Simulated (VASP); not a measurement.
# BiBrO (P4/nmm) in VASP: notebook

Runs on BiBrO. Level: LDA. Tasks: single point.

Everything below comes from runs of VASP 6.6.1. Logs are shortened: lines on timing, memory, paths and dates and some standing lists are left out, and cuts for length are marked.

## (1) The cell of the first run

The structure is tetragonal, space group P4/nmm (No. 129). Conventional cell: a = 3.753 Å, b = 3.753 Å, c = 7.624 Å, α = 90.00°, β = 90.00°, γ = 90.00°. Within 2.9 Å of Bi (site symmetry 4mm) lie 4 O at 2.23 Å. Br (site symmetry 4mm) has 6 Bi at 3.03 to 3.86 Å and 4 O at 3.25 Å and 8 Br at 3.52 to 3.75 Å within 4.0 Å. Within 2.9 Å of O (site symmetry -4m2) lie 4 Bi at 2.23 Å and 4 O at 2.65 Å.

## (2) Single point, LDA

File INCAR:

```
SYSTEM = BiBrO
PREC = Accurate
ENCUT = 520
EDIFF = 1E-6
ISMEAR = 0
SIGMA = 0.05
LREAL = .FALSE.
LASPH = .TRUE.
NELM = 100
ALGO = Normal
ISIF = 2
LWAVE = .FALSE.
LCHARG = .TRUE.
LELF = .TRUE.
LVHAR = .TRUE.
NBANDS = 37
```

File KPOINTS:

```
Automatic mesh
0
G
  8 8 4
  0 0 0
```

File POSCAR:

```
BiBrO
1.0
    3.7532000000      0.0000000000      0.0000000000
    0.0000000000      3.7532000000      0.0000000000
    0.0000000000      0.0000000000      7.6239000000
Bi Br O
2 2 2
Direct
    0.0000000000      0.5000000000      0.1575579020
    0.5000000000      0.0000000000      0.8424420980
    0.0000000000      0.5000000000      0.6517216503
    0.5000000000      0.0000000000      0.3482783497
    0.0000000000      0.0000000000      0.0000000000
    0.5000000000      0.5000000000      0.0000000000
```

Potentials or basis: VASP PAW LDA potentials, release 64 (Bi_d, Br, O).

The run is started by

```bash
$ cat potpaw_LDA.64/Bi_d/POTCAR potpaw_LDA.64/Br/POTCAR potpaw_LDA.64/O/POTCAR > POTCAR
$ mpirun -np 1 vasp_std > vasp.out
```

OUTCAR:

```text
SYSTEM = BiBrO
   PREC = Accurate
   ENCUT = 520
   EDIFF = 1E-6
   ISMEAR = 0
   LREAL = .FALSE.
   LASPH = .TRUE.
   NELM = 100
   ISIF = 2

 ion  position               nearest neighbor table
   1  0.000  0.500  0.158-   5 2.23   6 2.23   5 2.23   6 2.23   4 3.03   4 3.03   4 3.03   4 3.03
                             2 3.58   2 3.58   2 3.58   2 3.58
   2  0.500  0.000  0.842-   5 2.23   6 2.23   6 2.23   5 2.23   3 3.03   3 3.03   3 3.03   3 3.03
                             1 3.58   1 3.58   1 3.58   1 3.58
   3  0.000  0.500  0.652-   2 3.03   2 3.03   2 3.03   2 3.03
   4  0.500  0.000  0.348-   1 3.03   1 3.03   1 3.03   1 3.03
   5  0.000  0.000  0.000-   1 2.23   2 2.23   1 2.23   2 2.23
   6  0.500  0.500  0.000-   1 2.23   2 2.23   2 2.23   1 2.23

  LATTYP: Found a simple tetragonal cell.
 ALAT       =     3.7532000000
 C/A-ratio  =     2.0313066184

  Lattice vectors:

 A1 = (   3.7532000000,   0.0000000000,   0.0000000000)
 A2 = (   0.0000000000,   3.7532000000,   0.0000000000)
 A3 = (   0.0000000000,   0.0000000000,   7.6239000000)

Analysis of symmetry for initial positions (statically):
=====================================================================
 Subroutine PRICEL returns:
 Original cell was already a primitive cell.

 Routine SETGRP: Setting up the symmetry group for a
 simple tetragonal supercell.

 Subroutine GETGRP returns: Found 16 space group operations
 (whereof  8 operations were pure point group operations)
 out of a pool of 16 trial point group operations.

The static configuration has the point symmetry D_2d.
 The point group associated with its full space group is D_4h.

Analysis of symmetry for dynamics (positions and initial velocities):
=====================================================================
 Subroutine PRICEL returns:
 Original cell was already a primitive cell.

 Routine SETGRP: Setting up the symmetry group for a
 simple tetragonal supercell.

 Subroutine GETGRP returns: Found 16 space group operations
 (whereof  8 operations were pure point group operations)
 out of a pool of 16 trial point group operations.

The dynamic configuration has the point symmetry D_2d.
 The point group associated with its full space group is D_4h.

 Subroutine INISYM returns: Found 16 space group operations
 (whereof  8 operations are pure point group operations),
 and found     1 'primitive' translations

----------------------------------------------------------------------------------------

                                     Primitive cell

  volume of cell :     107.3941

  direct lattice vectors                    reciprocal lattice vectors
     3.753200000  0.000000000  0.000000000     0.266439305  0.000000000  0.000000000
     0.000000000  3.753200000  0.000000000     0.000000000  0.266439305  0.000000000
     0.000000000  0.000000000  7.623900000     0.000000000  0.000000000  0.131166463

  length of vectors
     3.753200000  3.753200000  7.623900000     0.266439305  0.266439305  0.131166463

  position of ions in fractional coordinates (direct lattice)
     0.000000000  0.500000000  0.157557902
     0.500000000  0.000000000  0.842442098
     0.000000000  0.500000000  0.651721650
     0.500000000  0.000000000  0.348278350
     0.000000000  0.000000000  0.000000000
     0.500000000  0.500000000  0.000000000

  ion indices of the primitive-cell ions
   primitive index   ion index
                 1           1
                 2           2
                 3           3
                 4           4
                 5           5
                 6           6

----------------------------------------------------------------------------------------

 KPOINTS: Automatic mesh

Automatic generation of k-mesh.
 Grid dimensions read from file:
 generate k-points for:    8    8    4

 Generating k-lattice:

  Cartesian coordinates                     Fractional coordinates (reciprocal lattice)
     0.033304913  0.000000000  0.000000000     0.125000000  0.000000000  0.000000000
     0.000000000  0.033304913  0.000000000     0.000000000  0.125000000  0.000000000
     0.000000000  0.000000000  0.032791616     0.000000000  0.000000000  0.250000000

  Length of vectors
     0.033304913  0.033304913  0.032791616

  Shift w.r.t. Gamma in fractional coordinates (k-lattice)
     0.000000000  0.000000000  0.000000000

 Subroutine IBZKPT returns following result:
 ===========================================

 Found     45 irreducible k-points:

 Following reciprocal coordinates:
            Coordinates               Weight
  0.000000  0.000000  0.000000      1.000000
  0.125000  0.000000  0.000000      4.000000
  0.250000  0.000000  0.000000      4.000000
  0.375000  0.000000  0.000000      4.000000
  0.500000  0.000000  0.000000      2.000000
  0.125000  0.125000  0.000000      4.000000
[... 16 lines left out ...]
  0.375000  0.125000  0.250000     16.000000
  0.500000  0.125000  0.250000      8.000000
 [... further k-points ...]
   k-points           NKPTS =     45   k-points in BZ     NKDIM =     45   number of bands    NBANDS=     37
   number of dos      NEDOS =    301   number of ions     NIONS =      6
   total plane-waves  NPLWV =  47040
   dimension x,y,z NGX =    28 NGY =   28 NGZ =   60
   dimension x,y,z NGXF=    56 NGYF=   56 NGZF=  120
   ions per type =               2   2   2
   NGX,Y,Z   is equivalent  to a cutoff of  12.40, 12.40, 13.08 a.u.
   NGXF,Y,Z  is equivalent  to a cutoff of  24.80, 24.80, 26.17 a.u.
 SYSTEM =  BiBrO
   PREC   = accura    normal or accurate (medium, high low for compatibility)
   ISTART =      0    job   : 0-new  1-cont  2-samecut
   ICHARG =      2    charge: 1-file 2-atom 10-const
   ISPIN  =      1    spin polarized calculation?
   LNONCOLLINEAR =      F non collinear calculations
   LSORBIT =      F    spin-orbit coupling
   LASPH  =      T    aspherical Exc in radial PAW
   ENCUT  =  520.0 eV  38.22 Ry    6.18 a.u.   6.98  6.98 14.18*2*pi/ulx,y,z
   NELM   =    100;   NELMIN=  2; NELMDL= -5     # of ELM steps
   EDIFF  = 0.1E-05   stopping-criterion for ELM
   LREAL  =      F    real-space projection
   EDIFFG = 0.1E-04   stopping-criterion for IOM
   NSW    =      0    number of steps for IOM
   IBRION =     -1    ionic relax: 0-MD 1-quasi-New 2-CG
   NFREE  =      0    steps in history (QN), initial steepest desc. (CG)
   ISIF   =      2    stress and relaxation
   ISYM   =      2    0-nonsym 1-usesym 2-fastsym
   POTIM  = 0.5000    time-step for ionic-motion
   TEBEG  =    0.0;   TEEND  =   0.0 temperature during run
   PSTRESS=    0.0 pullay stress
   NELECT =      56.0000    total number of electrons
   NUPDOWN=      -1.0000    fix difference up-down
   EMIN   =  10.00;   EMAX   =-10.00  energy-range for DOS
   EFERMI =   0.00;   METHOD = LEGACY
   ISMEAR =     0;   SIGMA  =   0.05  broadening in eV -4-tet -1-fermi 0-gaus
   EFERMI_NEDOS =   21; number of points for ismear=-14 and -15
   IALGO  =     38    algorithm
   IMIX   =      4    mixing-type and parameters
     AMIX     =   0.40;   BMIX     =  1.00
     AMIX_MAG =   1.60;   BMIX_MAG =  1.00
  volume/ion in A,a.u.               =      17.90       120.79
  Fermi-wavevector in a.u.,A,eV,Ry     =   1.317682  2.490058 23.623606  1.736286
  Thomas-Fermi vector in A             =   2.447706
   LORBIT       =      0    0 simple, 1 ext, 2 COOP (PROOUT), +10 PAW based schemes
   GGA     = CA    functional components
   LHFCALC =     F    Hartree Fock is set to
   AEXX    =    0.0000 exact exchange contribution
   IVDW    =     0    specifies the selected vdW correction
   LEPSILON=     F    determine dielectric tensor
   LRPA    =     F    only Hartree local field effects (RPA)
 non-spin polarized calculation
 Gauss-broadening in eV      SIGMA  =   0.05
  energy-cutoff  :      520.00
  volume of cell :      107.39
 maximum number of plane-waves:      2916
 NGX is ok and might be reduce to    28
   NGX = 13   NGY = 13   NGZ = 29

 number of electron      56.0000001 magnetization

 Free energy of the ion-electron system (eV)
  ---------------------------------------------------
  ext. energy  EPLUGINS =         0.00000000
  ---------------------------------------------------
  free energy    TOTEN  =       -31.48827594 eV

  energy without entropy =      -31.48827594  energy(sigma->0) =      -31.48827594

 E-fermi :   6.4316     XC(G=0): -11.1472

 val. band max:        6.1626796542   @ k =   0.3750   0.0000   0.5000
 cond. band min:       8.1365298203   @ k =   0.0000   0.0000   0.5000
 fundamental gap:      1.9738501661
 Fermi energy:         6.4315762779

 k-point     1 :       0.0000    0.0000    0.0000
  band No.  band energies     occupation
      1     -16.3703      2.00000
      2     -16.0076      2.00000
      3     -16.0076      2.00000
      4     -15.9996      2.00000
      5     -15.9683      2.00000
      6     -15.9090      2.00000
[... 29 lines left out ...]
     36      13.9063      0.00000
     37      14.0837      0.00000

 k-point     2 :       0.1250    0.0000    0.0000
  band No.  band energies     occupation
      1     -16.3633      2.00000
      2     -16.0054      2.00000
      3     -16.0052      2.00000
      4     -15.9953      2.00000
      5     -15.9590      2.00000
      6     -15.9368      2.00000
[... 29 lines left out ...]
     36      14.2924      0.00000
     37      14.3050      0.00000

 k-point     3 :       0.2500    0.0000    0.0000
  band No.  band energies     occupation
      1     -16.3465      2.00000
      2     -16.0701      2.00000
      3     -15.9987      2.00000
      4     -15.9971      2.00000
      5     -15.9579      2.00000
      6     -15.9376      2.00000
[... 29 lines left out ...]
     36      14.4750      0.00000
     37      15.0877      0.00000
[... 761 lines left out ...]
 k-point    23 :       0.3750    0.1250    0.2500
  band No.  band energies     occupation
      1     -16.3246      2.00000
      2     -16.2055      2.00000
      3     -15.9817      2.00000
      4     -15.9749      2.00000
      5     -15.9583      2.00000
      6     -15.9428      2.00000
[... 29 lines left out ...]
     36      15.2806      0.00000
     37      15.4124      0.00000

 k-point    24 :       0.5000    0.1250    0.2500
  band No.  band energies     occupation
      1     -16.2822      2.00000
      2     -16.2822      2.00000
      3     -15.9698      2.00000
      4     -15.9698      2.00000
      5     -15.9589      2.00000
      6     -15.9589      2.00000
[... 29 lines left out ...]
     36      14.9692      0.00000
     37      15.3609      0.00000

 [... further k-points ...]

------------------------ aborting loop because EDIFF is reached ----------------------------------------

  FORCE on cell =-STRESS in cart. coord.  units (eV):
  Direction    XX          YY          ZZ          XY          YZ          ZX
  --------------------------------------------------------------------------------------
  -------------------------------------------------------------------------------------
  Total        9.4626933      9.4626933      7.3915447      0.0000000     -0.0000000      0.0000000
  in kB      141.1707559    141.1707559    110.2719828      0.0000000     -0.0000000      0.0000000
  external PRESSURE =     130.8711649 kB  Pullay stress =       0.0000000 kB

 VOLUME and BASIS-vectors are now :
 -----------------------------------------------------------------------------
  energy-cutoff  :      520.00
  volume of cell :      107.39
      direct lattice vectors                 reciprocal lattice vectors
     3.753200000  0.000000000  0.000000000     0.266439305  0.000000000  0.000000000
     0.000000000  3.753200000  0.000000000     0.000000000  0.266439305  0.000000000
     0.000000000  0.000000000  7.623900000     0.000000000  0.000000000  0.131166463

 POSITION                                       TOTAL-FORCE (eV/Angst)
 -----------------------------------------------------------------------------------
      0.00000      1.87660      1.20121         0.000000     -0.000000      1.489810
      1.87660      0.00000      6.42269        -0.000000     -0.000000     -1.489810
      0.00000      1.87660      4.96866        -0.000000      0.000000     -0.463010
      1.87660      0.00000      2.65524        -0.000000     -0.000000      0.463010
      0.00000      0.00000      0.00000        -0.000000     -0.000000      0.000000
      1.87660      1.87660      0.00000         0.000000      0.000000      0.000000
 -----------------------------------------------------------------------------------
    total drift:                                0.000000      0.000000      0.000000

  FREE ENERGIE OF THE ION-ELECTRON SYSTEM (eV)
  ---------------------------------------------------
  free  energy   TOTEN  =       -31.4882759378 eV

  energy  without entropy=      -31.4882759378  energy(sigma->0) =      -31.48827594
```

Run time: 77 s. Hardware: 1 thread of Intel Xeon 6975P-C (Granite Rapids), shared host; peak memory 0.27 GiB.

What came out:

* Free energy: -31.4883 eV
* Pressure: 13.1 GPa
* Largest force: 1.490 eV/Å
* Band gap on the k mesh: 1.97 eV (least direct gap 2.29 eV)

Forces on the atoms (eV/Å):
```
Bi   0.000  0.000  1.490
Bi   0.000  0.000 -1.490
Br   0.000  0.000 -0.463
Br   0.000  0.000  0.463
O    0.000  0.000  0.000
O    0.000  0.000  0.000
```

Caveat: the cell stands under pressure; spin-orbit coupling is left out, which moves the levels of the heavy elements; forces of over 1 eV/Å act on the atoms, so gaps and moduli don't describe the material at rest.

[end of part 1 of 2]
